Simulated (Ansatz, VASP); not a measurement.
# Two plane-wave programs on HfTi2S4

```
Hf Ti S
1.0
     3.42000    0.00000    0.00000
    -1.71000    2.96181    0.00000
     0.00000    0.00000   13.40000
Hf Ti S
1 2 4
Cartesian
  0.0000 0.0000 0.0000
  0.0000 0.0000 10.2510
  0.0000 0.0000 3.1490
  1.7100 0.9873 11.7920
  0.0000 1.9745 1.6080
  1.7100 0.9873 4.8240
  0.0000 1.9745 8.5760
```

Alike in both runs: task relaxation of cell and atoms; functional PBE; k mesh 4 × 4 × 1; occupations gaussian, width 0.15 eV; collinear spin.

|  | VASP | Ansatz |
| --- | --- | --- |
| version | VASP 6.6.1 | Ansatz 0.2.0 |
| potentials or method | VASP PAW PBE potentials, release 64 (Hf_pv, Ti_sv, S), cutoff 600 eV | scalar-relativistic, plane waves, PAW |
| valence electrons in the cell | 58 | 74 |

```csv
,VASP,Ansatz,Ansatz less VASP
"gap on the k mesh at the Fermi level, each at its own relaxed structure (eV)",none,none,-
net moment per atom (μB),0.00,0.00,0.000
relaxed volume (Å³/atom),19.14,18.04,-1.097
relaxed cell length with the largest relative difference (Å),13.540,12.796,-0.7433
```

A gap of «none» marks a metal or a gap that the smearing closes. One of these differences is far larger than is usual between the two programs; its cause wasn't traced. VASP's potentials hold 58 valence electrons a cell and Ansatz's 74, so a difference there can come from the potentials and not from the codes. Ansatz's warnings: seeded moment not kept.

The k mesh is coarse, so the values compare programs but aren't converged. Spin-orbit coupling is off throughout.
